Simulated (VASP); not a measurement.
# Ge (P6_3/mmc) in VASP: single point with r2SCAN

Aim: the single point of Ge with r2SCAN.

All numbers are computed with VASP 6.6.1; they aren't measurements. Logs are shortened: lines on timing, memory, paths and dates and some standing lists are left out, and cuts for length are marked.

### 1 The cell of the first run

It takes space group P6_3/mmc (No. 194, hexagonal). Conventional cell: a = 3.998 Å, b = 3.998 Å, c = 6.857 Å, α = 90.00°, β = 90.00°, γ = 120.00°. Within 3.3 Å of Ge (site symmetry 3m) lie 4 Ge at 2.47 to 2.54 Å.

This isn't the form of Ge at room conditions, which is diamond.

### 2 Single point, r2SCAN (uniaxial z strain +4.0%)

File POSCAR:

```
Ge
1.0
    3.9976152111      0.0000000000      0.0000000000
   -1.9988076055      3.4620363274      0.0000000000
    0.0000000000      0.0000000000      6.8565322960
Ge
4
Direct
    0.3333333333      0.6666666667      0.0022200917
    0.6666666667      0.3333333333      0.5022200917
    0.3333333333      0.6666666667      0.3727799083
    0.6666666667      0.3333333333      0.8727799083
```

File INCAR.step1:

```
ALGO = Normal
EDIFF = 1E-4
ENCUT = 520
GGA = PE
ISMEAR = -1
LASPH = True
LCHARG = False
LREAL = False
LWAVE = True
NBANDS = 36
NELM = 60
PREC = Accurate
SIGMA = 0.02
```

File INCAR.step2:

```
ALGO = Normal
EDIFF = 1E-6
ENCUT = 520
ISIF = 2
ISMEAR = -1
ISTART = 1
LASPH = True
LCHARG = False
LMIXTAU = True
LREAL = False
LWAVE = False
METAGGA = R2SCAN
NBANDS = 36
NELM = 60
PREC = Accurate
SIGMA = 0.02
```

File KPOINTS:

```
k-points
0
Gamma
  12 12 4
```

Potentials or basis: VASP PAW PBE potentials, release 64 (Ge_d).

Launch:

```
$ cat potpaw_PBE.64/Ge_d/POTCAR > POTCAR
$ cp INCAR.step1 INCAR
$ mpirun -np 1 vasp_std > vasp.out
$ cp INCAR.step2 INCAR
$ mpirun -np 1 vasp_std > vasp.out
```

OUTCAR:

```text
EDIFF = 1E-6
   ENCUT = 520
   ISIF = 2
   ISMEAR = -1
   ISTART = 1
   LASPH = True
   LREAL = False
   METAGGA = R2SCAN
   NELM = 60
   PREC = Accurate

 ion  position               nearest neighbor table
   1  0.333  0.667  0.002-   4 2.47   4 2.47   4 2.47   3 2.54
   2  0.667  0.333  0.502-   3 2.47   3 2.47   3 2.47   4 2.54
   3  0.333  0.667  0.373-   2 2.47   2 2.47   2 2.47   1 2.54
   4  0.667  0.333  0.873-   1 2.47   1 2.47   1 2.47   2 2.54

  LATTYP: Found a hexagonal cell.
 ALAT       =     3.9976152111
 C/A-ratio  =     1.7151556450

  Lattice vectors:

 A1 = (   3.9976152111,   0.0000000000,   0.0000000000)
 A2 = (  -1.9988076055,   3.4620363274,   0.0000000000)
 A3 = (   0.0000000000,   0.0000000000,   6.8565322960)

Analysis of symmetry for initial positions (statically):
=====================================================================
 Subroutine PRICEL returns:
 Original cell was already a primitive cell.

 Routine SETGRP: Setting up the symmetry group for a
 hexagonal supercell.

 Subroutine GETGRP returns: Found 24 space group operations
 (whereof  6 operations were pure point group operations)
 out of a pool of 24 trial point group operations.

The static configuration has the point symmetry C_3v.
 The point group associated with its full space group is D_6h.

Analysis of symmetry for dynamics (positions and initial velocities):
=====================================================================
 Subroutine PRICEL returns:
 Original cell was already a primitive cell.

 Routine SETGRP: Setting up the symmetry group for a
 hexagonal supercell.

 Subroutine GETGRP returns: Found 24 space group operations
 (whereof  6 operations were pure point group operations)
 out of a pool of 24 trial point group operations.

The dynamic configuration has the point symmetry C_3v.
 The point group associated with its full space group is D_6h.

 Subroutine INISYM returns: Found 24 space group operations
 (whereof  6 operations are pure point group operations),
 and found     1 'primitive' translations

[... 91 lines left out ...]
   ICHARG =      0    charge: 1-file 2-atom 10-const
   ISPIN  =      1    spin polarized calculation?
   LNONCOLLINEAR =      F non collinear calculations
   LSORBIT =      F    spin-orbit coupling
   LASPH  =      T    aspherical Exc in radial PAW
   ENCUT  =  520.0 eV  38.22 Ry    6.18 a.u.   7.43  7.43 12.75*2*pi/ulx,y,z
   NELM   =     60;   NELMIN=  2; NELMDL=  0     # of ELM steps
   EDIFF  = 0.1E-05   stopping-criterion for ELM
   LREAL  =      F    real-space projection
   EDIFFG = 0.1E-04   stopping-criterion for IOM
   NSW    =      0    number of steps for IOM
   IBRION =     -1    ionic relax: 0-MD 1-quasi-New 2-CG
   NFREE  =      0    steps in history (QN), initial steepest desc. (CG)
   ISIF   =      2    stress and relaxation
   ISYM   =      2    0-nonsym 1-usesym 2-fastsym
   POTIM  = 0.5000    time-step for ionic-motion
   TEBEG  =    0.0;   TEEND  =   0.0 temperature during run
   PSTRESS=    0.0 pullay stress
   NELECT =      56.0000    total number of electrons
   NUPDOWN=      -1.0000    fix difference up-down
   EMIN   =  10.00;   EMAX   =-10.00  energy-range for DOS
   EFERMI =   0.00;   METHOD = LEGACY
   ISMEAR =    -1;   SIGMA  =   0.02  broadening in eV -4-tet -1-fermi 0-gaus
   EFERMI_NEDOS =   21; number of points for ismear=-14 and -15
   IALGO  =     38    algorithm
   IMIX   =      4    mixing-type and parameters
     AMIX     =   0.40;   BMIX     =  1.00
     AMIX_MAG =   1.60;   BMIX_MAG =  1.00
  volume/ion in A,a.u.               =      23.72       160.09
  Fermi-wavevector in a.u.,A,eV,Ry     =   1.373173  2.594920 25.655186  1.885603
  Thomas-Fermi vector in A             =   2.498713
   LORBIT       =      0    0 simple, 1 ext, 2 COOP (PROOUT), +10 PAW based schemes
   METAGGA = R2SCAN    functional components
   LHFCALC =     F    Hartree Fock is set to
   AEXX    =    0.0000 exact exchange contribution
   IVDW    =     0    specifies the selected vdW correction
   LEPSILON=     F    determine dielectric tensor
   LRPA    =     F    only Hartree local field effects (RPA)
 non-spin polarized calculation
  energy-cutoff  :      520.00
  volume of cell :       94.89
 maximum number of plane-waves:      2587
 NGX is ok and might be reduce to    30
   NGX = 15   NGY = 15   NGZ = 25

 number of electron      56.0000048 magnetization

 Free energy of the ion-electron system (eV)
  ---------------------------------------------------
  ext. energy  EPLUGINS =         0.00000000
  ---------------------------------------------------
  free energy    TOTEN  =       -55.35341097 eV

  energy without entropy =      -55.35331395  energy(sigma->0) =      -55.35336246

 E-fermi :   4.5885     XC(G=0): -10.5751

 val. band max:        4.5883870511   @ k =   0.0000   0.0000   0.0000
 cond. band min:       4.5884803950   @ k =   0.0000   0.0000   0.0000
 fundamental gap:      0.0000933439
 Fermi energy:         4.5884788360

 k-point     1 :       0.0000    0.0000    0.0000
  band No.  band energies     occupation
      1     -21.1237      2.00000
      2     -21.1237      2.00000
      3     -21.0902      2.00000
      4     -21.0902      2.00000
      5     -21.0646      2.00000
      6     -21.0600      2.00000
[... 925 lines left out ...]
     35      11.9077      0.00000
     36      12.2605      0.00000

 [... further k-points ...]

------------------------ aborting loop because EDIFF is reached ----------------------------------------

  FORCE on cell =-STRESS in cart. coord.  units (eV):
  Direction    XX          YY          ZZ          XY          YZ          ZX
  --------------------------------------------------------------------------------------
  -------------------------------------------------------------------------------------
  Total       -0.3854944     -0.3854944     -3.5158439     -0.0000000      0.0000000      0.0000000
  in kB       -6.5086597     -6.5086597    -59.3612485     -0.0000000      0.0000000      0.0000000
  external PRESSURE =     -24.1261893 kB  Pullay stress =       0.0000000 kB

 VOLUME and BASIS-vectors are now :
 -----------------------------------------------------------------------------
  energy-cutoff  :      520.00
  volume of cell :       94.89
      direct lattice vectors                 reciprocal lattice vectors
     3.997615211  0.000000000  0.000000000     0.250149138  0.144423672  0.000000000
    -1.998807605  3.462036327  0.000000000     0.000000000  0.288847345  0.000000000
     0.000000000  0.000000000  6.856532296     0.000000000  0.000000000  0.145846320

 POSITION                                       TOTAL-FORCE (eV/Angst)
 -----------------------------------------------------------------------------------
     -0.00000      2.30802      0.01522         0.000000     -0.000000      0.000287
      1.99881      1.15401      3.44349         0.000000      0.000000      0.000287
     -0.00000      2.30802      2.55598        -0.000000     -0.000000     -0.000287
      1.99881      1.15401      5.98424        -0.000000      0.000000     -0.000287
 -----------------------------------------------------------------------------------
    total drift:                               -0.000001     -0.000001      0.000956

  FREE ENERGIE OF THE ION-ELECTRON SYSTEM (eV)
  ---------------------------------------------------
  free  energy   TOTEN  =       -55.3534109747 eV

  energy  without entropy=      -55.3533139535  energy(sigma->0) =      -55.35336246
```

OUTCAR.step1:

```text
EDIFF = 1E-4
   ENCUT = 520
   GGA = PE
   ISMEAR = -1
   LASPH = True
   LREAL = False
[... 1166 lines left out ...]
      1.99881      1.15401      3.44349        -0.000000      0.000000      0.041617
     -0.00000      2.30802      2.55598         0.000000     -0.000000     -0.041617
      1.99881      1.15401      5.98424        -0.000000      0.000000     -0.041617
 -----------------------------------------------------------------------------------
    total drift:                               -0.000001     -0.000001     -0.000753

  FREE ENERGIE OF THE ION-ELECTRON SYSTEM (eV)
  ---------------------------------------------------
  free  energy   TOTEN  =       -17.9651911207 eV

  energy  without entropy=      -17.9650799937  energy(sigma->0) =      -17.96513556
```

OSZICAR.step1:

```text
N       E                     dE             d eps       ncg     rms          rms(c)
DAV:   1     0.505764200483E+03    0.50576E+03   -0.28187E+04  4672   0.424E+03
DAV:   2     0.695294572062E+02   -0.43623E+03   -0.42464E+03  4104   0.817E+02
DAV:   3    -0.133443476709E+02   -0.82874E+02   -0.81766E+02  4460   0.208E+02
DAV:   4    -0.180215514447E+02   -0.46772E+01   -0.46592E+01  4760   0.574E+01
DAV:   5    -0.181204868821E+02   -0.98935E-01   -0.98899E-01  4640   0.926E+00    0.428E+00
DAV:   6    -0.180165470380E+02    0.10394E+00   -0.66616E-02  4612   0.210E+00    0.253E+00
DAV:   7    -0.179610453560E+02    0.55502E-01   -0.11016E-01  4560   0.229E+00    0.203E-01
DAV:   8    -0.179642749232E+02   -0.32296E-02   -0.14059E-02  4576   0.105E+00    0.978E-02
DAV:   9    -0.179650448787E+02   -0.76996E-03   -0.91701E-04  3600   0.153E-01    0.407E-02
DAV:  10    -0.179651671035E+02   -0.12222E-03   -0.13276E-04  3444   0.920E-02    0.127E-02
DAV:  11    -0.179651911207E+02   -0.24017E-04   -0.49883E-05  2988   0.367E-02
   1 F= -.17965191E+02 E0= -.17965136E+02  d E =-.111127E-03
```

Run time: 14 min. Hardware: 1 thread of AMD EPYC 7R43 (Zen 3), shared host; peak memory 0.26 GiB.

What came out:

| Quantity | Value |
| --- | --- |
| Free energy | -55.3534 eV |
| Pressure | -2.4 GPa |
| Band gap on the k mesh | zero (filled and empty bands touch) |

Stress tensor (GPa, compression positive):
```
-0.65  0.00  0.00
 0.00 -0.65  0.00
 0.00  0.00 -5.94
```

Caveat: the cell differs from its parent crystal (uniaxial z strain +4.0%); the stress differs along the axes, from -6 to -1 GPa; semilocal functionals underestimate gaps, and a narrow one can read as zero; the PAW data sets were made with another functional, which shifts forces and pressure a little.
